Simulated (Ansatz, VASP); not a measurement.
# One calculation of TiO, two programs

Contents of POSCAR:

```
TiO
1.0
    2.8516080131      0.0000000000      0.0000000000
   -1.4258040066      2.4695649810      0.0000000000
    0.0000000000      0.0000000000      5.5675030000
Ti O
2 2
Direct
    0.3333333300      0.6666666700      0.2500000000
    0.6666666700      0.3333333300      0.7500000000
    0.0000000000      0.0000000000      0.0000000000
    0.0000000000      0.0000000000      0.5000000000
```

INCAR.step1

```
SYSTEM = TiO
PREC = Accurate ; ENCUT = 520
ISMEAR = 0 ; SIGMA = 0.1
LREAL = .FALSE. ; LASPH = .TRUE.
NELM = 80 ; NBANDS = 26
GGA = PE ; ALGO = Normal
EDIFF = 1E-4 ; LWAVE = .TRUE.
LCHARG = .FALSE.
```

Contents of INCAR.step2:

```
SYSTEM = TiO
PREC = Accurate ; ENCUT = 520
EDIFF = 1E-7 ; ISMEAR = 0
SIGMA = 0.1 ; LREAL = .FALSE.
LASPH = .TRUE. ; NELM = 80
ALGO = Normal ; ISIF = 2
LWAVE = .FALSE. ; LCHARG = .FALSE.
METAGGA = R2SCAN ; LMIXTAU = .TRUE.
NBANDS = 26 ; ISTART = 1
```

The input KPOINTS:

```
regular mesh
0
G
  18 18 8
  0 0 0
```

Input for Ansatz:

```yaml
crystal:
  lattice:
    - [2.8516080131, 0.0, 0.0]
    - [-1.4258040066, 2.469564981, 0.0]
    - [0.0, 0.0, 5.567503]
  atoms:
    - { symbol: Ti, position: [0.33333333, 0.66666667, 0.25] }
    - { symbol: Ti, position: [0.66666667, 0.33333333, 0.75] }
    - { symbol: O, position: [0.0, 0.0, 0.0] }
    - { symbol: O, position: [0.0, 0.0, 0.5] }
basis:
  ecutwfc: 500
kpoints:
  mp_grid: { grid: [18, 18, 8] }
hamiltonian:
  xc: r2scan
scf:
  occupations: { method: gaussian, width: 0.1 }
output:
  forces: true
  stress: true
  eigenvalues: true
  populations: true
```

Alike in both runs: task single point; functional r2SCAN; k mesh 18 × 18 × 8; occupations gaussian, width 0.1 eV; no spin polarisation.

```csv
,VASP,Ansatz
version,VASP 6.6.1,Ansatz 0.2.0
potentials or method,"VASP PAW PBE potentials, release 64 (Ti_sv, O), cutoff 520 eV","scalar-relativistic, plane waves, PAW"
valence electrons in the cell,36,36
```

Ansatz gave:

| Property | Result |
| --- | --- |
| gap on the k mesh at the Fermi level (eV) | none |
| pressure (GPa) | -5.3 |
| traceless stress, the component that is largest in VASP (GPa) | 0.82 |

Problem. Estimate VASP's values.

Solution. gap on the k mesh at the Fermi level (eV): none; pressure (GPa): -3.6; traceless stress, the component that is largest in VASP (GPa): 1.09.

VASP's potentials were made for PBE, not for r2SCAN. A gap of «none» marks a metal or a gap that the smearing closes.
